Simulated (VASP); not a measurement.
# ScPd3 (Pm-3m) in VASP: relaxation of cell and atoms with LDA

Aim: the relaxation of cell and atoms of ScPd3 with LDA.

Program: VASP 6.6.1. These are calculated values, not measurements. Logs are shortened: lines on timing, memory, paths and dates and some standing lists are left out, and cuts for length are marked.

## 1. The cell of the first run

It takes space group Pm-3m (No. 221, cubic). The conventional cell has a = 3.982 Å, b = 3.982 Å, c = 3.982 Å, α = 90.00°, β = 90.00°, γ = 90.00°. Sc (site symmetry m-3m) has 12 Pd at 2.82 Å within 3.7 Å. Pd (site symmetry 4/mmm) has 4 Sc at 2.82 Å and 8 Pd at 2.82 Å within 3.7 Å.

## 2. Relaxation of cell and atoms, LDA

The input, INCAR:

```
SYSTEM = ScPd3
ALGO     = Normal         ! electronic algorithm
EDIFF    = 1E-6           ! SCF threshold, eV
EDIFFG   = -0.005         ! ionic threshold
ENCUT    = 600            ! plane-wave cutoff, eV
IBRION   = 2              ! ionic algorithm
ISIF     = 3              ! what is computed and relaxed
ISMEAR   = -1             ! smearing method
LASPH    = .True.         ! aspherical terms in the spheres
LCHARG   = .False.        ! write CHGCAR
LREAL    = .False.        ! projectors in reciprocal space
LWAVE    = .False.        ! write WAVECAR
NELM     = 100            ! most SCF steps
NSW      = 70             ! ionic steps
PREC     = Accurate       ! precision mode
SIGMA    = 0.05           ! smearing width, eV
```

The input, KPOINTS:

```
k-points
0
Gamma
  9 9 9
  0 0 0
```

The input, POSCAR:

```
ScPd3
1.0
    3.9820000000      0.0000000000      0.0000000000
    0.0000000000      3.9820000000      0.0000000000
    0.0000000000      0.0000000000      3.9820000000
Sc Pd
1 3
Direct
    0.0000000000      0.0000000000      0.0000000000
    0.0000000000      0.5000000000      0.5000000000
    0.5000000000      0.0000000000      0.5000000000
    0.5000000000      0.5000000000      0.0000000000
```

Potentials or basis: VASP PAW LDA potentials, release 64 (Sc_sv, Pd).

The run is started by

```bash
$ cat potpaw_LDA.64/Sc_sv/POTCAR potpaw_LDA.64/Pd/POTCAR > POTCAR
$ mpirun -np 1 vasp_std > vasp.out
```

OUTCAR:

```text
SYSTEM = ScPd3
   EDIFF = 1E-6
   EDIFFG = -0.005
   ENCUT = 600
   IBRION = 2
   ISIF = 3
   ISMEAR = -1
   LASPH = .True.
   LREAL = .False.
   NELM = 100
   NSW = 70
   PREC = Accurate

 ion  position               nearest neighbor table
   1  0.000  0.000  0.000-   2 2.82   3 2.82   4 2.82   2 2.82   3 2.82   2 2.82   4 2.82   2 2.82
                             3 2.82   4 2.82   3 2.82   4 2.82
   2  0.000  0.500  0.500-   1 2.82   3 2.82   4 2.82   1 2.82   4 2.82   1 2.82   3 2.82   1 2.82
                             3 2.82   4 2.82   4 2.82   3 2.82
   3  0.500  0.000  0.500-   1 2.82   2 2.82   4 2.82   1 2.82   4 2.82   2 2.82   4 2.82   4 2.82
                             1 2.82   2 2.82   1 2.82   2 2.82
   4  0.500  0.500  0.000-   1 2.82   2 2.82   3 2.82   2 2.82   3 2.82   1 2.82   3 2.82   3 2.82
                             1 2.82   2 2.82   2 2.82   1 2.82

  LATTYP: Found a simple cubic cell.
 ALAT       =     3.9820000000

  Lattice vectors:

 A1 = (   3.9820000000,   0.0000000000,   0.0000000000)
 A2 = (   0.0000000000,   3.9820000000,   0.0000000000)
 A3 = (   0.0000000000,   0.0000000000,   3.9820000000)

Analysis of symmetry for initial positions (statically):
=====================================================================
 Subroutine PRICEL returns:
 Original cell was already a primitive cell.

 Routine SETGRP: Setting up the symmetry group for a
 simple cubic supercell.

 Subroutine GETGRP returns: Found 48 space group operations
 (whereof 48 operations were pure point group operations)
 out of a pool of 48 trial point group operations.

The static configuration has the point symmetry O_h .

Analysis of symmetry for dynamics (positions and initial velocities):
=====================================================================
 Subroutine PRICEL returns:
 Original cell was already a primitive cell.

 Routine SETGRP: Setting up the symmetry group for a
 simple cubic supercell.

 Subroutine GETGRP returns: Found 48 space group operations
 (whereof 48 operations were pure point group operations)
 out of a pool of 48 trial point group operations.

The dynamic configuration has the point symmetry O_h .

 Subroutine INISYM returns: Found 48 space group operations
 (whereof 48 operations are pure point group operations),
 and found     1 'primitive' translations

----------------------------------------------------------------------------------------

                                     Primitive cell

  volume of cell :      63.1399

  direct lattice vectors                    reciprocal lattice vectors
     3.982000000  0.000000000  0.000000000     0.251130085  0.000000000  0.000000000
     0.000000000  3.982000000  0.000000000     0.000000000  0.251130085  0.000000000
     0.000000000  0.000000000  3.982000000     0.000000000  0.000000000  0.251130085
[... 99 lines left out ...]
   NELECT =      41.0000    total number of electrons
   NUPDOWN=      -1.0000    fix difference up-down
   EMIN   =  10.00;   EMAX   =-10.00  energy-range for DOS
   EFERMI =   0.00;   METHOD = LEGACY
   ISMEAR =    -1;   SIGMA  =   0.05  broadening in eV -4-tet -1-fermi 0-gaus
   EFERMI_NEDOS =   21; number of points for ismear=-14 and -15
   IALGO  =     38    algorithm
   IMIX   =      4    mixing-type and parameters
     AMIX     =   0.40;   BMIX     =  1.00
     AMIX_MAG =   1.60;   BMIX_MAG =  1.00
  volume/ion in A,a.u.               =      15.78       106.52
  Fermi-wavevector in a.u.,A,eV,Ry     =   1.417647  2.678965 27.343953  2.009724
  Thomas-Fermi vector in A             =   2.538856
   LORBIT       =      0    0 simple, 1 ext, 2 COOP (PROOUT), +10 PAW based schemes
   GGA     = CA    functional components
   LHFCALC =     F    Hartree Fock is set to
   AEXX    =    0.0000 exact exchange contribution
   IVDW    =     0    specifies the selected vdW correction
   LEPSILON=     F    determine dielectric tensor
   LRPA    =     F    only Hartree local field effects (RPA)
 conjugate gradient relaxation of ions
 non-spin polarized calculation
  energy-cutoff  :      600.00
  volume of cell :       63.14
 maximum number of plane-waves:      2135
 NGX is ok and might be reduce to    32
   NGX = 15   NGY = 15   NGZ = 15

--------------------------------------- Ionic step        1  -------------------------------------------

 number of electron      41.0000005 magnetization

 Free energy of the ion-electron system (eV)
  ---------------------------------------------------
  ext. energy  EPLUGINS =         0.00000000
  ---------------------------------------------------
  free energy    TOTEN  =       -29.65970580 eV

  energy without entropy =      -29.63480297  energy(sigma->0) =      -29.64725439

------------------------ aborting loop because EDIFF is reached ----------------------------------------

  FORCE on cell =-STRESS in cart. coord.  units (eV):
  Direction    XX          YY          ZZ          XY          YZ          ZX
  --------------------------------------------------------------------------------------
  -------------------------------------------------------------------------------------
  Total       -3.6315429     -3.6315429     -3.6315429      0.0000000     -0.0000000      0.0000000
  in kB      -92.1505639    -92.1505639    -92.1505639      0.0000000     -0.0000000      0.0000000
  external PRESSURE =     -92.1505639 kB  Pullay stress =       0.0000000 kB
[... 25 lines left out ...]
--------------------------------------- Ionic step        2  -------------------------------------------

 number of electron      40.9999988 magnetization

 E-fermi :  10.1688     XC(G=0): -13.6494

 val. band max:       10.1560087673   @ k =   0.3333   0.1111   0.0000
 cond. band min:      10.1729416041   @ k =   0.3333   0.2222   0.1111
 fundamental gap:      0.0169328368
 Fermi energy:        10.1688299236

 k-point     1 :       0.0000    0.0000    0.0000
  band No.  band energies     occupation
      1     -38.0222      2.00000
      2     -17.0546      2.00000
      3     -17.0546      2.00000
      4     -17.0546      2.00000
      5       2.7096      2.00000
      6       4.2226      2.00000
[... 714 lines left out ...]
--------------------------------------- Ionic step        4  -------------------------------------------

 number of electron      41.0000006 magnetization

 Free energy of the ion-electron system (eV)
  ---------------------------------------------------
  ext. energy  EPLUGINS =         0.00000000
  ---------------------------------------------------
  free energy    TOTEN  =       -29.76610696 eV

  energy without entropy =      -29.74085677  energy(sigma->0) =      -29.75348186

 E-fermi :   8.9931     XC(G=0): -13.1914

 val. band max:        8.9765818437   @ k =   0.2222   0.1111   0.0000
 cond. band min:       9.0182483197   @ k =   0.1111   0.1111   0.1111
 fundamental gap:      0.0416664760
 Fermi energy:         8.9931246269

 k-point     1 :       0.0000    0.0000    0.0000
  band No.  band energies     occupation
      1     -39.4296      2.00000
      2     -18.4262      2.00000
      3     -18.4262      2.00000
      4     -18.4262      2.00000
      5       1.9896      2.00000
      6       3.6733      2.00000
[... 670 lines left out ...]
  FREE ENERGIE OF THE ION-ELECTRON SYSTEM (eV)
  ---------------------------------------------------
  free  energy   TOTEN  =       -29.7661069550 eV

  energy  without entropy=      -29.7408567710  energy(sigma->0) =      -29.75348186

 reached required accuracy - stopping structural energy minimisation
```

CONTCAR:

```text
ScPd3
   1.00000000000000
     3.9070436168615164   -0.0000000000000000    0.0000000000000000
     0.0000000000000000    3.9070436168615164   -0.0000000000000000
    -0.0000000000000000   -0.0000000000000000    3.9070436168615164
  Sc              Pd
     1     3
Direct
     0.0000000000000000    0.0000000000000000    0.0000000000000000
     0.0000000000000000    0.5000000000000000    0.5000000000000000
     0.5000000000000000    0.0000000000000000    0.5000000000000000
     0.5000000000000000    0.5000000000000000    0.0000000000000000

  0.00000000E+00  0.00000000E+00  0.00000000E+00
  0.00000000E+00  0.00000000E+00  0.00000000E+00
  0.00000000E+00  0.00000000E+00  0.00000000E+00
  0.00000000E+00  0.00000000E+00  0.00000000E+00
```

Run time: 2.3 min. Hardware: 1 thread of Intel Xeon Platinum 8259CL at 2.50GHz (Skylake/Cascade Lake), shared host; peak memory 0.2 GiB.

Results:

```yaml
Free_energy: -29.7661 eV
Relaxed_volume: 14.91 Å³/atom
Relaxed_cell: a = 3.907 Å, b = 3.907 Å, c = 3.907 Å, α = 90.00°, β = 90.00°, γ = 90.00°
Space_group_after_relaxing_to_0.1_Å: Pm-3m (No. 221)
Energy_gained_by_relaxing: 26.6 meV/atom
Ionic_steps: 4
Pressure_after_relaxing: 0.0 GPa
Band_gap_on_the_k_mesh: zero (an odd number of electrons rules out a gap without spin polarisation)
```

The path:
| step | energy change (eV) | largest force (eV/Å) | pressure (GPa) | volume (Å³) |
| --- | --- | --- | --- | --- |
| 1 | 0.0000 | 0.0000 | -9.22 | 63.14 |
| 2 | 0.1171 | 0.0000 | 17.39 | 55.20 |
| 3 | -0.1064 | 0.0000 | -0.20 | 59.71 |
| 4 | -0.1064 | 0.0000 | 0.00 | 59.64 |

Final structure:
```yaml
crystal:
  lattice:
    - [3.90704, 0.00000, 0.00000]
    - [0.00000, 3.90704, 0.00000]
    - [0.00000, 0.00000, 3.90704]
  atoms:
    - { symbol: Sc, position: [0.00000, 0.00000, 0.00000] }
    - { symbol: Pd, position: [0.00000, 0.50000, 0.50000] }
    - { symbol: Pd, position: [0.50000, 0.00000, 0.50000] }
    - { symbol: Pd, position: [0.50000, 0.50000, 0.00000] }
```

Levels at points of the mesh, in eV from the Fermi level:
```csv
k point,band 17,band 18,band 19,band 20,band 21,band 22,band 23,band 24
"(0.00, 0.00, 0.00)",-0.30,0.16,0.16,0.16,3.16,3.16,3.42,3.42
```

LDA usually gives volumes a few per cent too small. Zero-point motion and thermal expansion aren't in these numbers.
